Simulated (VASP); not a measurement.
The system is Si2W.

```
Si W
1.0
    -1.60600    1.60600    3.94000
     1.60600   -1.60600    3.94000
     1.60600    1.60600   -3.94000
Si W
2 1
Direct
  0.33300 0.33300 0.00000
  0.66700 0.66700 0.00000
  0.00000 0.00000 0.00000
```

| Property | Result |
| --- | --- |
| Program | VASP 6.6.1 |
| Task | relaxation of cell and atoms |
| Functional | PBE |
| Potentials or basis | VASP PAW PBE potentials, release 64 (Si, W_sv) |
| Cutoff | 600 eV |
| k mesh | 18 × 18 × 18 |
| Occupations | gaussian, width 0.1 eV |
| Spin | no spin polarisation |

At the start: pressure 1.8 GPa; volume 13.55 Å³/atom.

Question: Where does the relaxation end?

Answer: Over 7 steps the energy falls by 2.2 meV/atom and the volume is 13.68 Å³/atom (+0.9 %); space group I4/mmm (No. 139, to 0.1 Å) before and after.

Step by step:
```
step  energy change (eV)  largest force (eV/Å)  pressure (GPa)  volume (Å³)
   1              0.0000                0.2186            1.76        40.65
   2             -0.0020                0.0623           -2.53        41.53
   3             -0.0053                0.1320           -0.69        41.14
   4             -0.0060                0.0281            0.48        40.96
   5             -0.0063                0.0288            0.06        41.02
   6             -0.0064                0.0064            0.01        41.04
   7             -0.0065                0.0002            0.02        41.03
```

Final structure:
```
Si W
1.0
    -1.61487    1.61487    3.93372
     1.61487   -1.61487    3.93372
     1.61487    1.61487   -3.93372
Si W
2 1
Direct
  0.33456 0.33456 0.00000
  0.66544 0.66544 0.00000
  0.00000 0.00000 0.00000
```
